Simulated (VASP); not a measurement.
Here is a VASP 6.6.1 calculation.

The input INCAR:

```
  PREC = Accurate
  ENCUT = 600
  EDIFF = 1E-7
  ISMEAR = -1
  SIGMA = 0.15
  LREAL = F
  LASPH = T
  NELM = 60
  ALGO = Normal
  ISIF = 3
  LWAVE = F
  LCHARG = F
  GGA = PS
  IBRION = 2
  NSW = 80
  EDIFFG = -0.001
```

Contents of KPOINTS:

```
regular mesh
0
Gamma
  12 12 12
```

POSCAR

```
ScAl
1.0
    3.3444038964      0.0000000000      0.0000000000
    0.0000000000      3.3444038964      0.0000000000
    0.0000000000      0.0000000000      3.3444038964
Sc Al
1 1
Direct
    0.5000000000      0.5000000000      0.5000000000
    0.0000000000      0.0000000000      0.0000000000
```

Potentials or basis: VASP PAW PBE potentials, release 64 (Sc_sv, Al).

Command:

```console
$ cat potpaw_PBE.64/Sc_sv/POTCAR potpaw_PBE.64/Al/POTCAR > POTCAR
$ mpirun -np 1 vasp_std > vasp.out
```

Problem. Estimate the band gap on the k mesh.

Solution. Zero (band 7 reaches 6.45 eV, above the bottom of band 8 at 5.26 eV).

Problem. Predict the relaxed cell.

Solution. a = 3.350 Å, b = 3.350 Å, c = 3.350 Å, α = 90.00°, β = 90.00°, γ = 90.00°.

Step by step:
```tsv
step	energy change (eV)	largest force (eV/Å)	pressure (GPa)	volume (Å³)
1	0.0000	0.0000	0.42	37.41
2	-0.0002	0.0000	-0.15	37.67
3	-0.0002	0.0000	0.00	37.60
```

Caveat: the PAW data sets were made with another functional, which shifts forces and pressure a little.
